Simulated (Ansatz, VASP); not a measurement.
**Two plane-wave programs on ScBiTe3**

```
CELL_PARAMETERS angstrom
6.07694 0.00000 0.00000
0.00000 6.07694 0.00000
0.00000 0.00000 5.52598
ATOMIC_POSITIONS crystal
Sc 0.50000 0.50000 0.00000
Bi 0.00000 0.00000 0.00000
Te 0.00000 0.50000 0.00000
Te 0.50000 0.00000 0.00000
Te 0.50000 0.50000 0.50000
```

Alike in both runs: task relaxation of cell and atoms; functional PBE; k mesh 6 × 6 × 8; occupations gaussian, width 0.1 eV; no spin polarisation.

```csv
,VASP,Ansatz
version,VASP 6.6.1,Ansatz 0.2.0
potentials or method,"VASP PAW PBE potentials, release 64 (Sc_sv, Bi_d, Te), cutoff 600 eV","scalar-relativistic, plane waves, PAW"
valence electrons in the cell,44,74
```

|  | VASP | Ansatz | Ansatz less VASP |
| --- | --- | --- | --- |
| gap on the k mesh at the Fermi level, each at its own relaxed structure (eV) | none | none | - |
| relaxed volume (Å³/atom) | 40.47 | 40.44 | -0.027 |
| relaxed cell length with the largest relative difference (Å) | 5.529 | 5.525 | -0.0035 |

A gap of «none» marks a metal or a gap that the smearing closes. VASP's potentials hold 44 valence electrons a cell and Ansatz's 74, so a difference there can come from the potentials and not from the codes.

Spin-orbit coupling is off throughout.
